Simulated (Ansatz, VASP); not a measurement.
## Bi in VASP and in Ansatz

```
Bi
1.0
     2.26268    1.30636    3.87276
    -2.26268    1.30636    3.87276
     0.00000   -2.61271    3.87276
Bi
2
Direct
  0.23744 0.23744 0.23744
  0.76256 0.76256 0.76256
```

Alike in both runs: functional PBEsol; k mesh 12 × 12 × 12; occupations fermi-dirac, width 0.15 eV; no spin polarisation.

Ansatz relaxed the structure, and its values are those at the end. VASP's run is a single point on that final structure, the one shown.

|  | VASP | Ansatz |
| --- | --- | --- |
| version | VASP 6.6.1 | Ansatz 0.2.0 |
| potentials or method | VASP PAW PBE potentials, release 64 (Bi_d), cutoff 520 eV | scalar-relativistic, plane waves, PAW |
| valence electrons in the cell | 30 | 30 |

```csv
,VASP,Ansatz,Ansatz less VASP
gap on the k mesh at the Fermi level (eV),none,none,-
pressure (GPa),0.0,0.0,+0.05
```

VASP's potentials were made for PBE, not for PBEsol. A gap of «none» marks a metal or a gap that the smearing closes. With one functional, cell and mesh, what is left measures potentials, basis and numerics.

Spin-orbit coupling is off throughout.
